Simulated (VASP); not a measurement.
Write the native input for VASP 6.6.1 that does the following.

| Quantity | Value |
| --- | --- |
| Task | relaxation of cell and atoms |
| Functional | PBE |
| Dispersion | D3(BJ) |
| Potentials or basis | VASP PAW PBE potentials, release 64 (C) |
| Cutoff | 600 eV |
| k mesh | 18 × 18 × 18 |
| Occupations | gaussian, width 0.02 eV |
| Spin | no spin polarisation |
| Dipole correction | no |
| Further INCAR settings | ALGO = Normal; EDIFF = 1e-07; IBRION = 2; EDIFFG = -0.005; NSW = 100; ISIF = 3 |

The structure of C lies in POSCAR:

```
C
1.0
    0.0000000000      2.1345566521      3.3995058141
    1.2324769541      0.0000000000      3.3995058141
    1.2324769541      2.1345566521      0.0000000000
C
2
Direct
    0.1667315844      0.8332684156      0.1667315844
    0.8332684156      0.1667315844      0.8332684156
```

These files were run (other wordings do the same):

INCAR

```
  ALGO = Normal
  EDIFF = 1E-7
  EDIFFG = -0.005
  ENCUT = 600
  GGA = PE
  IBRION = 2
  ISIF = 3
  ISMEAR = 0
  IVDW = 12
  LASPH = True
  LCHARG = False
  LREAL = False
  LWAVE = False
  NELM = 100
  NSW = 100
  PREC = Accurate
  SIGMA = 0.02
```

KPOINTS

```
k-points
0
Gamma
  18 18 18
```

Potentials or basis: VASP PAW PBE potentials, release 64 (C).

Run with:

```console
$ cat potpaw_PBE.64/C/POTCAR > POTCAR
$ mpirun -np 1 vasp_std > vasp.out
```

It gave:

```
Relaxed volume                         : 8.86 Å³/atom
Relaxed cell                           : a = 3.986 Å, b = 3.585 Å, c = 2.465 Å, α = 80.09°, β = 62.38°, γ = 37.53°
Space group after relaxing (to 0.05 Å) : Fmmm (No. 69)
Energy gained by relaxing              : 0.1 meV/atom
Ionic steps                            : 14
Pressure after relaxing                : 0.0 GPa
Largest force after relaxing           : 0.005 eV/Å
Band gap on the k mesh                 : 0.08 eV, indirect (least direct gap 0.15 eV)
Dispersion energy per atom             : -0.156 eV
```

It took 29 min on 1 thread of AMD EPYC 7R43 64-Core Processor (Zen 3) (shared host), peak memory 0.23 GiB.
